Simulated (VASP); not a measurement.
Here is a VASP 6.6.1 calculation.

File INCAR:

```
PREC = Accurate
ENCUT = 520
EDIFF = 1E-6
ISMEAR = 0
SIGMA = 0.1
LREAL = False
LASPH = True
NELM = 60
ALGO = Normal
ISIF = 2
LWAVE = False
LCHARG = False
GGA = PE
NBANDS = 24
```

Contents of KPOINTS:

```
Automatic mesh
0
Gamma
  3 3 3
```

POSCAR

```
SiTe4H
1.0
    3.2792753300      1.8932904900      4.4443087900
   -3.2792753300      1.8932904900      4.4443087900
    0.0000000000     -3.7865809800      4.4443087900
Si Te H
1 4 1
Direct
    0.0000000000      0.0000000000      0.0000000000
    0.8434944300      0.8434944300      0.8434944300
    0.1565055700      0.1565055700      0.1565055700
    0.3495204300      0.3495204300      0.3495204300
    0.6504795700      0.6504795700      0.6504795700
    0.5000000000      0.5000000000      0.5000000000
```

Potentials or basis: VASP PAW PBE potentials, release 64 (Si, Te, H).

The run is started by

```console
$ cat potpaw_PBE.64/Si/POTCAR potpaw_PBE.64/Te/POTCAR potpaw_PBE.64/H/POTCAR > POTCAR
$ mpirun -np 1 vasp_std > vasp.out
```

Question: Estimate the pressure.

Answer: 14.1 GPa.

Question: Estimate the band gap on the k mesh.

Answer: Zero (an odd number of electrons rules out a gap without spin polarisation).

Question: Predict the largest force.

Answer: 3.917 eV/Å.

Stress tensor (GPa, compression positive):
```
-0.38  0.00  0.00
 0.00 -0.38  0.00
 0.00  0.00 43.05
```

Caveat: the k points lie up to 0.40 Å⁻¹ apart, too coarse for converged energies and pressures of a metal; spin-orbit coupling is left out, which moves the levels of the heavy elements; forces of over 1 eV/Å act on the atoms, so gaps and moduli don't describe the material at rest.
